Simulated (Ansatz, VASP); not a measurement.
One calculation of NaF, two programs

```
Na F
1.0
     0.00000    2.29717    2.29717
     2.29717    0.00000    2.29717
     2.29717    2.29717    0.00000
Na F
1 1
Direct
  0.00000 0.00000 0.00000
  0.50000 0.50000 0.50000
```

Alike in both runs: task single point; functional PBE; k mesh 6 × 6 × 6; no spin polarisation.

```csv
,VASP,Ansatz
version,VASP 6.6.1,Ansatz 0.2.0
potentials or method,"VASP PAW PBE potentials, release 64 (Na_pv, F)",plane waves
plane-wave cutoff (eV),520,420
occupations,"gaussian, width 0.01 eV",fixed
valence electrons in the cell,14,16
```

```csv
,VASP,Ansatz,Ansatz less VASP
gap on the k mesh at the Fermi level (eV),6.44,6.46,+0.016
pressure (GPa),3.5,3.6,+0.11
```

VASP's potentials hold 14 valence electrons a cell and Ansatz's 16, so a difference there can come from the potentials and not from the codes.
